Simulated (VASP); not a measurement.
HgTe: single point with PBEsol

HgTe:

```
Hg Te
1.0
     0.00000    3.61844    2.55824
     3.61844    0.00000    2.55824
     3.61844    3.61844    0.00000
Hg Te
1 1
Direct
  0.00000 0.00000 0.00000
  0.75000 0.75000 0.75000
```

This cell differs from its parent crystal: ratio of the length along z to the lengths across it x 0.707, volume and fractional coordinates fixed.

```json
{"Program": "VASP 6.6.1", "Task": "single point", "Functional": "PBEsol", "Potentials or basis": "VASP PAW PBE potentials, release 64 (Hg, Te)", "Cutoff": "520 eV", "k mesh": "14 × 14 × 14", "Occupations": "gaussian, width 0.15 eV", "Spin": "no spin polarisation"}
```

| Property | Result |
| --- | --- |
| Pressure | -0.7 GPa |

Stress tensor (GPa, compression positive):
```
-1.63  0.00  0.00
 0.00 -1.63  0.00
 0.00  0.00  1.18
```

Levels at points of the mesh, in eV from the Fermi level:
```
           k point  band 5  band 6  band 7  band 8  band 9  band 10  band 11  band 12  band 13  band 14
(0.00, 0.00, 0.00)   -6.92   -6.73   -1.24   -0.60   -0.60     0.09     4.74     4.82     4.82     6.50
(0.50, 0.00, 0.00)   -6.76   -6.54   -5.31   -1.67   -0.73     0.07     4.12     5.54     7.11     8.01
(0.50, 0.50, 0.00)   -6.74   -6.09   -4.37   -3.12   -3.12     0.24     1.88     8.77     8.77     8.98
(0.50, 0.00, 0.50)   -6.80   -6.62   -5.73   -1.85   -1.22     2.69     2.78     6.77     6.95     7.23
```

It took 2.9 min on 1 thread of Intel Xeon 6975P-C, on a shared host, peak memory 0.43 GiB.

Caveat: the PAW data sets were made with another functional, which shifts forces and pressure a little; spin-orbit coupling is left out, which moves the levels of the heavy elements.
